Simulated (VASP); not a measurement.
# MgS (Niningerite) (Fm-3m) in VASP: further runs, part 2 of 2

VASP 6.6.1. The steps go on from the part before.

### 6 Single point, PBEsol

This run uses another cell than the first one, of 16.00 Å³/atom, 0.918 times its volume.

The input, INCAR:

```
SYSTEM = MgS
ALGO = Normal
EDIFF = 1E-7
ENCUT = 520
GGA = PS
ISIF = 2
ISMEAR = 0
LASPH = .TRUE.
LCHARG = .FALSE.
LREAL = .FALSE.
LWAVE = .FALSE.
NBANDS = 11
NELM = 60
PREC = Accurate
SIGMA = 0.01
```

The input, KPOINTS:

```
k-points
0
G
  5 5 5
  0 0 0
```

The input, POSCAR:

```
MgS
1.0
    0.0000000000      2.5199321796      2.5199321796
    2.5199321796      0.0000000000      2.5199321796
    2.5199321796      2.5199321796      0.0000000000
Mg S
1 1
Direct
    0.0000000000      0.0000000000      0.0000000000
    0.5000000000      0.5000000000      0.5000000000
```

Potentials or basis: VASP PAW PBE potentials, release 64 (Mg, S).

The run is started by

```bash
> cat potpaw_PBE.64/Mg/POTCAR potpaw_PBE.64/S/POTCAR > POTCAR
> mpirun -np 1 vasp_std > vasp.out
```

OUTCAR:

```text
SYSTEM = MgS
   EDIFF = 1E-7
   ENCUT = 520
   GGA = PS
   ISIF = 2
   ISMEAR = 0
   LASPH = .TRUE.
   LREAL = .FALSE.
   NELM = 60
   PREC = Accurate

 ion  position               nearest neighbor table
   1  0.000  0.000  0.000-   2 2.52   2 2.52   2 2.52   2 2.52   2 2.52   2 2.52
   2  0.500  0.500  0.500-   1 2.52   1 2.52   1 2.52   1 2.52   1 2.52   1 2.52

  LATTYP: Found a face centered cubic cell.
 ALAT       =     5.0398643592

  Lattice vectors:

 A1 = (   0.0000000000,   2.5199321796,   2.5199321796)
 A2 = (   2.5199321796,   0.0000000000,   2.5199321796)
 A3 = (   2.5199321796,   2.5199321796,   0.0000000000)

Analysis of symmetry for initial positions (statically):
=====================================================================
 Subroutine PRICEL returns:
 Original cell was already a primitive cell.

 Routine SETGRP: Setting up the symmetry group for a
 face centered cubic supercell.

 Subroutine GETGRP returns: Found 48 space group operations
 (whereof 48 operations were pure point group operations)
 out of a pool of 48 trial point group operations.

The static configuration has the point symmetry O_h .

Analysis of symmetry for dynamics (positions and initial velocities):
=====================================================================
 Subroutine PRICEL returns:
 Original cell was already a primitive cell.

 Routine SETGRP: Setting up the symmetry group for a
 face centered cubic supercell.

 Subroutine GETGRP returns: Found 48 space group operations
 (whereof 48 operations were pure point group operations)
 out of a pool of 48 trial point group operations.

The dynamic configuration has the point symmetry O_h .

 Subroutine INISYM returns: Found 48 space group operations
 (whereof 48 operations are pure point group operations),
 and found     1 'primitive' translations

----------------------------------------------------------------------------------------

[... 103 lines left out ...]
   LHFCALC =     F    Hartree Fock is set to
   AEXX    =    0.0000 exact exchange contribution
   IVDW    =     0    specifies the selected vdW correction
   LEPSILON=     F    determine dielectric tensor
   LRPA    =     F    only Hartree local field effects (RPA)
 non-spin polarized calculation
 Gauss-broadening in eV      SIGMA  =   0.01
  energy-cutoff  :      520.00
  volume of cell :       32.00
 maximum number of plane-waves:       875
   NGX = 13   NGY = 13   NGZ = 13

 number of electron       8.0000001 magnetization

 Free energy of the ion-electron system (eV)
  ---------------------------------------------------
  ext. energy  EPLUGINS =         0.00000000
  ---------------------------------------------------
  free energy    TOTEN  =        -9.00052630 eV

  energy without entropy =       -9.00052630  energy(sigma->0) =       -9.00052630

 E-fermi :   4.6366     XC(G=0): -10.2367

 val. band max:        4.5878440605   @ k =   0.0000   0.0000   0.0000
 cond. band min:       7.9072563521   @ k =   0.4000   0.4000   0.0000
 fundamental gap:      3.3194122916
 Fermi energy:         4.6366336864

 k-point     1 :       0.0000    0.0000    0.0000
  band No.  band energies     occupation
      1      -8.6847      2.00000
      2       4.5878      2.00000
      3       4.5878      2.00000
      4       4.5878      2.00000
      5       8.9722      0.00000
      6      12.3543      0.00000
      7      12.3543      0.00000
      8      12.3543      0.00000
      9      14.9860      0.00000
     10      14.9860      0.00000
     11      17.0885      0.00000
[... 113 lines left out ...]
 k-point    10 :      -0.4000    0.4000    0.2000
  band No.  band energies     occupation
      1      -6.7422      2.00000
      2       0.3556      2.00000
      3       1.4526      2.00000
      4       2.5387      2.00000
      5       9.9984      0.00000
      6      11.4853      0.00000
      7      12.2775      0.00000
      8      14.8458      0.00000
      9      17.8951      0.00000
     10      18.8686      0.00000
     11      21.8824      0.00000

------------------------ aborting loop because EDIFF is reached ----------------------------------------

  FORCE on cell =-STRESS in cart. coord.  units (eV):
  Direction    XX          YY          ZZ          XY          YZ          ZX
  --------------------------------------------------------------------------------------
  -------------------------------------------------------------------------------------
  Total        1.5389137      1.5389137      1.5389137      0.0000000      0.0000000      0.0000000
  in kB       77.0421337     77.0421337     77.0421337      0.0000000      0.0000000      0.0000000
  external PRESSURE =      77.0421337 kB  Pullay stress =       0.0000000 kB

 VOLUME and BASIS-vectors are now :
 -----------------------------------------------------------------------------
  energy-cutoff  :      520.00
  volume of cell :       32.00
      direct lattice vectors                 reciprocal lattice vectors
     0.000000000  2.519932180  2.519932180    -0.198418038  0.198418038  0.198418038
     2.519932180  0.000000000  2.519932180     0.198418038 -0.198418038  0.198418038
     2.519932180  2.519932180  0.000000000     0.198418038  0.198418038 -0.198418038

 POSITION                                       TOTAL-FORCE (eV/Angst)
 -----------------------------------------------------------------------------------
      0.00000      0.00000      0.00000        -0.000000      0.000000      0.000000
      2.51993      2.51993      2.51993         0.000000     -0.000000     -0.000000
 -----------------------------------------------------------------------------------
    total drift:                                0.000000      0.000000      0.000000

  FREE ENERGIE OF THE ION-ELECTRON SYSTEM (eV)
  ---------------------------------------------------
  free  energy   TOTEN  =        -9.0005263028 eV

  energy  without entropy=       -9.0005263028  energy(sigma->0) =       -9.00052630
```

OSZICAR:

```text
N       E                     dE             d eps       ncg     rms          rms(c)
DAV:   1     0.203260376608E+02    0.20326E+02   -0.34704E+03   236   0.589E+02
DAV:   2    -0.828248895735E+01   -0.28609E+02   -0.26795E+02   293   0.105E+02
DAV:   3    -0.934539229005E+01   -0.10629E+01   -0.10603E+01   262   0.205E+01
DAV:   4    -0.935176660733E+01   -0.63743E-02   -0.63739E-02   255   0.186E+00
DAV:   5    -0.935181484107E+01   -0.48234E-04   -0.48233E-04   264   0.157E-01    0.456E+00
DAV:   6    -0.904465874384E+01    0.30716E+00   -0.59682E-01   238   0.314E+00    0.348E+00
DAV:   7    -0.900263488024E+01    0.42024E-01   -0.18431E-01   256   0.188E+00    0.207E+00
DAV:   8    -0.900066281575E+01    0.19721E-02   -0.82217E-03   238   0.529E-01    0.738E-01
DAV:   9    -0.900052905559E+01    0.13376E-03   -0.31903E-04   250   0.108E-01    0.303E-01
DAV:  10    -0.900052500805E+01    0.40475E-05   -0.66969E-05   244   0.380E-02    0.512E-02
DAV:  11    -0.900052654621E+01   -0.15382E-05   -0.14085E-06   264   0.746E-03    0.152E-02
DAV:  12    -0.900052642062E+01    0.12559E-06   -0.81482E-08   162   0.152E-03    0.745E-03
DAV:  13    -0.900052629692E+01    0.12371E-06   -0.85496E-08   137   0.136E-03    0.205E-04
DAV:  14    -0.900052630277E+01   -0.58504E-08   -0.26746E-09   128   0.359E-04
   1 F= -.90005263E+01 E0= -.90005263E+01  d E =-.621602E-14
```

stdout:

```text
POSCAR found type information on POSCAR MgS
 POSCAR found :  2 types and       2 ions
 scaLAPACK will be used
 -----------------------------------------------------------------------------
|                                                                             |
|                                                                             |
|     You enforced a specific xc type in the INCAR file but a different       |
|     I HOPE YOU KNOW WHAT YOU ARE DOING!                                     |
|                                                                             |
 -----------------------------------------------------------------------------

 LDA part: xc-table for (Slater+PW92), standard interpolation
 POSCAR, INCAR and KPOINTS ok, starting setup
 FFT: planning ... GRIDC
 FFT: planning ... GRID_SOFT
 FFT: planning ... GRID
 WAVECAR not read
 entering main loop
```

Wall time 4 s (1 thread of Intel Xeon 6975P-C, shared host); peak memory 0.15 GiB.

Results:

```yaml
Free_energy: -9.0005 eV
Pressure: 7.7 GPa
Band_gap_on_the_k_mesh: 3.32 eV, indirect (least direct gap 4.38 eV)
```

Caveat: the k points lie up to 0.43 Å⁻¹ apart; the PAW data sets were made with another functional, which shifts forces and pressure a little. A k mesh can miss the band edges.

### 7 Summary

```csv
cell,gap on the mesh (eV),pressure (GPa)
"a = 3.667 Å, angles 60.0°, 2 atoms",3.13,-0.3
"a = 3.637 Å, angles 60.0°, 2 atoms",3.19,1.7
"a = 3.610 Å, angles 60.0°, 2 atoms",3.24,3.7
"a = 3.586 Å, angles 60.0°, 2 atoms",3.28,5.7
"a = 3.564 Å, angles 60.0°, 2 atoms",3.32,7.7
```

Alike in all rows: task single point; level PBEsol; potentials or basis VASP PAW PBE potentials, release 64 (Mg, S); no spin polarisation; k mesh 5 × 5 × 5; cutoff (eV) 520; smearing gaussian 0.01 eV.

Caveats: some runs use coarse meshes; the PAW data sets were made with another functional, which shifts forces and pressure a little.

Absolute energies hang on the potentials; compare differences alone.
